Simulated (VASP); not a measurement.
# GaN (Fm-3m) in VASP: elastic constants with LDA

Aim: the elastic constants of GaN with LDA.

Program: VASP 6.6.1. These are calculated values, not measurements. Logs are shortened: lines on timing, memory, paths and dates and some standing lists are left out, and cuts for length are marked.

### 1 The cell of the first run

Symmetry: Fm-3m, No. 225, cubic system. Conventional cell: a = 4.107 Å, b = 4.107 Å, c = 4.107 Å, α = 90.00°, β = 90.00°, γ = 90.00°. Ga (site symmetry m-3m) has 6 N at 2.05 Å within 2.7 Å. Within 2.7 Å of N (site symmetry m-3m) lie 6 Ga at 2.05 Å.

### 2 Elastic constants, LDA

The input, INCAR:

```
PREC = Accurate ; ENCUT = 600
EDIFF = 1E-8 ; ISMEAR = 0
SIGMA = 0.01 ; LREAL = F
LASPH = T ; NELM = 60
ALGO = Normal ; ISIF = 3
LWAVE = F ; LCHARG = T
NBANDS = 16 ; IBRION = 6
NFREE = 2 ; POTIM = 0.015
NSW = 1
```

The input, KPOINTS:

```
regular mesh
0
Gamma
  12 12 12
```

The input, POSCAR:

```
GaN
1.0
    0.0000000000      2.0535000000      2.0535000000
    2.0535000000      0.0000000000      2.0535000000
    2.0535000000      2.0535000000      0.0000000000
Ga N
1 1
Direct
    0.0000000000      0.0000000000      0.0000000000
    0.5000000000      0.5000000000      0.5000000000
```

Potentials or basis: VASP PAW LDA potentials, release 64 (Ga_d, N).

Command:

```
> cat potpaw_LDA.64/Ga_d/POTCAR potpaw_LDA.64/N/POTCAR > POTCAR
> mpirun -np 1 vasp_std > vasp.out
```

OUTCAR:

```text
PREC = Accurate
   ENCUT = 600
   EDIFF = 1E-8
   ISMEAR = 0
   LREAL = F
   LASPH = T
   NELM = 60
   ISIF = 3
   IBRION = 6
   NFREE = 2
   POTIM = 0.015
   NSW = 1

 ion  position               nearest neighbor table
   1  0.000  0.000  0.000-   2 2.05   2 2.05   2 2.05   2 2.05   2 2.05   2 2.05
   2  0.500  0.500  0.500-   1 2.05   1 2.05   1 2.05   1 2.05   1 2.05   1 2.05

  LATTYP: Found a face centered cubic cell.
 ALAT       =     4.1070000000

  Lattice vectors:

 A1 = (   0.0000000000,   2.0535000000,   2.0535000000)
 A2 = (   2.0535000000,   0.0000000000,   2.0535000000)
 A3 = (   2.0535000000,   2.0535000000,   0.0000000000)

Analysis of symmetry for initial positions (statically):
=====================================================================
 Subroutine PRICEL returns:
 Original cell was already a primitive cell.

 Routine SETGRP: Setting up the symmetry group for a
 face centered cubic supercell.

 Subroutine GETGRP returns: Found 48 space group operations
 (whereof 48 operations were pure point group operations)
 out of a pool of 48 trial point group operations.

The static configuration has the point symmetry O_h .

Analysis of symmetry for dynamics (positions and initial velocities):
=====================================================================
 Subroutine PRICEL returns:
 Original cell was already a primitive cell.

 Routine SETGRP: Setting up the symmetry group for a
 face centered cubic supercell.

 Subroutine GETGRP returns: Found 48 space group operations
 (whereof 48 operations were pure point group operations)
 out of a pool of 48 trial point group operations.

The dynamic configuration has the point symmetry O_h .

 Subroutine INISYM returns: Found 48 space group operations
 (whereof 48 operations are pure point group operations),
 and found     1 'primitive' translations

----------------------------------------------------------------------------------------

                                     Primitive cell

  volume of cell :      17.3187

  direct lattice vectors                    reciprocal lattice vectors
     0.000000000  2.053500000  2.053500000    -0.243486730  0.243486730  0.243486730
     2.053500000  0.000000000  2.053500000     0.243486730 -0.243486730  0.243486730
     2.053500000  2.053500000  0.000000000     0.243486730  0.243486730 -0.243486730

  length of vectors
     2.904087550  2.904087550  2.904087550     0.421731387  0.421731387  0.421731387

  position of ions in fractional coordinates (direct lattice)
     0.000000000  0.000000000  0.000000000
     0.500000000  0.500000000  0.500000000

  ion indices of the primitive-cell ions
   primitive index   ion index
                 1           1
                 2           2

----------------------------------------------------------------------------------------

 KPOINTS: regular mesh

Automatic generation of k-mesh.
 Grid dimensions read from file:
 generate k-points for:   12   12   12

 Generating k-lattice:

  Cartesian coordinates                     Fractional coordinates (reciprocal lattice)
    -0.020290561  0.020290561  0.020290561     0.083333333  0.000000000  0.000000000
     0.020290561 -0.020290561  0.020290561     0.000000000  0.083333333  0.000000000
     0.020290561  0.020290561 -0.020290561     0.000000000  0.000000000  0.083333333

  Length of vectors
     0.035144282  0.035144282  0.035144282

  Shift w.r.t. Gamma in fractional coordinates (k-lattice)
     0.000000000  0.000000000  0.000000000

 Subroutine IBZKPT returns following result:
 ===========================================

 Found     72 irreducible k-points:

 Following reciprocal coordinates:
            Coordinates               Weight
  0.000000  0.000000  0.000000      1.000000
  0.083333  0.000000  0.000000      8.000000
  0.166667  0.000000  0.000000      8.000000
  0.250000  0.000000  0.000000      8.000000
[... 47 lines left out ...]
   POTIM  = 0.0150    time-step for ionic-motion
   TEBEG  =    0.0;   TEEND  =   0.0 temperature during run
   PSTRESS=    0.0 pullay stress
   NELECT =      18.0000    total number of electrons
   NUPDOWN=      -1.0000    fix difference up-down
   EMIN   =  10.00;   EMAX   =-10.00  energy-range for DOS
   EFERMI =   0.00;   METHOD = LEGACY
   ISMEAR =     0;   SIGMA  =   0.01  broadening in eV -4-tet -1-fermi 0-gaus
   EFERMI_NEDOS =   21; number of points for ismear=-14 and -15
   IALGO  =     38    algorithm
   IMIX   =      4    mixing-type and parameters
     AMIX     =   0.40;   BMIX     =  1.00
     AMIX_MAG =   1.60;   BMIX_MAG =  1.00
  volume/ion in A,a.u.               =       8.66        58.44
  Fermi-wavevector in a.u.,A,eV,Ry     =   1.658292  3.133717 37.415093  2.749932
  Thomas-Fermi vector in A             =   2.745898
   LORBIT       =      0    0 simple, 1 ext, 2 COOP (PROOUT), +10 PAW based schemes
   GGA     = CA    functional components
   LHFCALC =     F    Hartree Fock is set to
   AEXX    =    0.0000 exact exchange contribution
   IVDW    =     0    specifies the selected vdW correction
   LEPSILON=     F    determine dielectric tensor
   LRPA    =     F    only Hartree local field effects (RPA)
 finite differences with symmetry
 non-spin polarized calculation
 Gauss-broadening in eV      SIGMA  =   0.01
  energy-cutoff  :      600.00
  volume of cell :       17.32
 maximum number of plane-waves:       604
   NGX = 11   NGY = 11   NGZ = 11

--------------------------------------- Ionic step        1  -------------------------------------------

 number of electron      17.9999998 magnetization

 Free energy of the ion-electron system (eV)
  ---------------------------------------------------
  ext. energy  EPLUGINS =         0.00000000
  ---------------------------------------------------
  free energy    TOTEN  =       -13.02972837 eV

  energy without entropy =      -13.02972837  energy(sigma->0) =      -13.02972837

------------------------ aborting loop because EDIFF is reached ----------------------------------------

  FORCE on cell =-STRESS in cart. coord.  units (eV):
  Direction    XX          YY          ZZ          XY          YZ          ZX
  --------------------------------------------------------------------------------------
  -------------------------------------------------------------------------------------
  Total        1.8128661      1.8128661      1.8128661     -0.0000000     -0.0000000     -0.0000000
  in kB      167.7112518    167.7112518    167.7112518     -0.0000000     -0.0000000     -0.0000000
  external PRESSURE =     167.7112518 kB  Pullay stress =       0.0000000 kB
[... 89 lines left out ...]
  FREE ENERGIE OF THE ION-ELECTRON SYSTEM (eV)
  ---------------------------------------------------
  free  energy   TOTEN  =       -12.9958012017 eV

  energy  without entropy=      -12.9958012017  energy(sigma->0) =      -12.99580120

[... ionic steps 4 to 14 ...]

--------------------------------------- Ionic step       15  -------------------------------------------

 number of electron      18.0000000 magnetization

------------------------ aborting loop because EDIFF is reached ----------------------------------------
[... 67 lines left out ...]
--------------------------------------- Ionic step       17  -------------------------------------------

 number of electron      17.9999998 magnetization

 Free energy of the ion-electron system (eV)
  ---------------------------------------------------
  ext. energy  EPLUGINS =         0.00000000
  ---------------------------------------------------
  free energy    TOTEN  =       -13.02917556 eV

  energy without entropy =      -13.02917556  energy(sigma->0) =      -13.02917556

 E-fermi :   8.9752     XC(G=0): -13.9806

 val. band max:        8.8193796140   @ k =   0.0000  -0.1667   0.1667
 cond. band min:       9.7961913591   @ k =   0.5000   0.5000   0.0000
 fundamental gap:      0.9768117451
 Fermi energy:         8.9751935536

 k-point     1 :       0.0000    0.0000    0.0000
  band No.  band energies     occupation
      1      -9.2939      2.00000
      2      -5.2753      2.00000
      3      -5.2753      2.00000
      4      -5.2751      2.00000
      5      -5.1531      2.00000
      6      -5.1526      2.00000
[... 433 lines left out ...]
      3      -5.4116      2.00000
      4      -5.2154      2.00000
      5      -4.9972      2.00000
      6      -4.1289      2.00000
[... 8 lines left out ...]
     15      30.4750      0.00000
     16      30.9515      0.00000

 [... further k-points ...]

------------------------ aborting loop because EDIFF is reached ----------------------------------------

  FORCE on cell =-STRESS in cart. coord.  units (eV):
  Direction    XX          YY          ZZ          XY          YZ          ZX
  --------------------------------------------------------------------------------------
  -------------------------------------------------------------------------------------
  Total        1.8290145      1.8129579      1.8129579     -0.0000000      0.0000000      0.0000000
  in kB      169.2051671    167.7197429    167.7197429     -0.0000000      0.0000000      0.0000000
  external PRESSURE =     168.2148843 kB  Pullay stress =       0.0000000 kB
[... 17 lines left out ...]
  FREE ENERGIE OF THE ION-ELECTRON SYSTEM (eV)
  ---------------------------------------------------
  free  energy   TOTEN  =       -13.0291755649 eV

  energy  without entropy=      -13.0291755649  energy(sigma->0) =      -13.02917556

 INTERNAL STRAIN TENSORS FROM STRAINED CELLS
 ============================================

 INTERNAL STRAIN TENSOR FOR ION    1 for displacements in x,y,z  (eV/Angst):
          X           Y           Z          XY          YZ          ZX
  --------------------------------------------------------------------------------
  x     0.00000    -0.00000    -0.00000    -0.00000     0.00000     0.00000
  y     0.00000    -0.00000     0.00000     0.00000     0.00000     0.00000
  z     0.00000     0.00000     0.00000     0.00000    -0.00000    -0.00000

 INTERNAL STRAIN TENSORS FROM DISPLACED ATOMS
 ============================================

 INTERNAL STRAIN TENSOR FOR ION    1 for displacements in x,y,z  (eV/Angst):
          X           Y           Z          XY          YZ          ZX
  --------------------------------------------------------------------------------
  x     0.00000     0.00000     0.00000     0.00000     0.00000     0.00000
  y     0.00000     0.00000     0.00000     0.00000     0.00000     0.00000
  z     0.00000     0.00000     0.00000     0.00000     0.00000     0.00000

 INTERNAL STRAIN TENSOR FOR ION    2 for displacements in x,y,z  (eV/Angst):
          X           Y           Z          XY          YZ          ZX
  --------------------------------------------------------------------------------
  x     0.00000     0.00000     0.00000     0.00000     0.00000     0.00000
  y     0.00000     0.00000     0.00000     0.00000     0.00000     0.00000
  z     0.00000     0.00000     0.00000     0.00000     0.00000     0.00000

 Eigenvectors and eigenvalues of the dynamical matrix
 ----------------------------------------------------

   1 f  =   10.152547 THz    63.790333 2PiTHz  338.652508 cm-1    41.987541 meV
             X         Y         Z           dx          dy          dz
      0.000000  0.000000  0.000000    -0.225780   -0.340568   -0.000000
      2.053500  2.053500  2.053500     0.504322    0.760721    0.000000
[... 21 lines left out ...]
   6 f/i=    0.003607 THz     0.022663 2PiTHz    0.120313 cm-1     0.014917 meV
             X         Y         Z           dx          dy          dz
      0.000000  0.000000  0.000000     0.886564   -0.168707    0.136307
      2.053500  2.053500  2.053500     0.396906   -0.075529    0.061023

--------------------------------------------------------------------------------------------------------

 ELASTIC MODULI CONTR FROM IONIC RELAXATION (kBar)
 Direction    XX          YY          ZZ          XY          YZ          ZX
 --------------------------------------------------------------------------------
 XX           0.0000      0.0000      0.0000      0.0000      0.0000      0.0000
 YY           0.0000      0.0000      0.0000      0.0000      0.0000      0.0000
 ZZ           0.0000      0.0000      0.0000      0.0000      0.0000      0.0000
 XY           0.0000      0.0000      0.0000      0.0000      0.0000      0.0000
 YZ           0.0000      0.0000      0.0000      0.0000      0.0000      0.0000
 ZX           0.0000      0.0000      0.0000      0.0000      0.0000      0.0000
 --------------------------------------------------------------------------------

 TOTAL ELASTIC MODULI (kBar)
 Direction    XX          YY          ZZ          XY          YZ          ZX
 --------------------------------------------------------------------------------
 XX        5066.7172   2056.6689   2056.6689     -0.0000      0.0000      0.0000
 YY        2056.6689   5066.7172   2056.6689     -0.0000     -0.0000     -0.0000
 ZZ        2056.6689   2056.6689   5066.7172      0.0000     -0.0000      0.0000
 XY          -0.0000     -0.0000      0.0000   2432.1842      0.0000     -0.0000
 YZ           0.0000     -0.0000     -0.0000      0.0000   2432.1842     -0.0000
 ZX           0.0000     -0.0000      0.0000     -0.0000     -0.0000   2432.1842
 --------------------------------------------------------------------------------
```

It took 4.6 min on 1 thread of Intel Xeon 6975P-C (Granite Rapids), shared host; peak memory 0.37 GiB.

What came out:

* Elastic constants C11, C12, C44: 507, 206, 243 GPa
* Voigt bulk modulus: 306 GPa
* Highest phonon frequency at Γ, LO-TO splitting left out: 339 cm⁻¹

Phonon frequencies in cm⁻¹ (negative: imaginary):
```csv
q point,frequencies
"(0.000, 0.000, 0.000)",0 0 0 339 339 339
```

Elastic tensor in Voigt notation (GPa, in the Cartesian axes of the cell as first typed):
```
507 206 206   0   0   0
206 507 206   0   0   0
206 206 507   0   0   0
  0   0   0 243   0   0
  0   0   0   0 243   0
  0   0   0   0   0 243
```

Clamped-ion elastic tensor (GPa):
```
507 206 206   0   0   0
206 507 206   0   0   0
206 206 507   0   0   0
  0   0   0 243   0   0
  0   0   0   0 243   0
  0   0   0   0   0 243
```

Caveat: the cell is under stress, which shifts elastic constants.
